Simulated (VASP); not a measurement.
TiC, 2 atoms in the cell. It takes space group Fm-3m (No. 225, cubic). The conventional cell has a = 4.331 Å, b = 4.331 Å, c = 4.331 Å, α = 90.00°, β = 90.00°, γ = 90.00°. Within 2.9 Å of Ti (site symmetry m-3m) lie 6 C at 2.17 Å. C (site symmetry m-3m) has 6 Ti at 2.17 Å within 2.9 Å. 

```yaml
Program: VASP 6.6.1
Task: single point
Functional: PBE
Potentials_or_basis: VASP PAW PBE potentials, release 64 (Ti_sv, C)
Cutoff: 520 eV
k_mesh: 11 × 11 × 11
Occupations: gaussian, width 0.023 eV
Spin: no spin polarisation
Dipole_correction: no
Further_INCAR_settings: ALGO = Normal; EDIFF = 1e-06; NBANDS = 15
```

Potentials or basis: VASP PAW PBE potentials, release 64 (Ti_sv, C).

The run is started by

```bash
$ cat potpaw_PBE.64/Ti_sv/POTCAR potpaw_PBE.64/C/POTCAR > POTCAR
$ mpirun -np 1 vasp_std > vasp.out
```

Hardware: 1 thread of AMD EPYC 7R43 64-Core Processor (Zen 3), on a shared host.

Question: Estimate the wall time of this run.

Answer: Run time: 29 s on 1 thread of AMD EPYC 7R43 64-Core Processor (Zen 3), on a shared host, peak memory 0.11 GiB. Counts: scf iterations 14, k points 56.
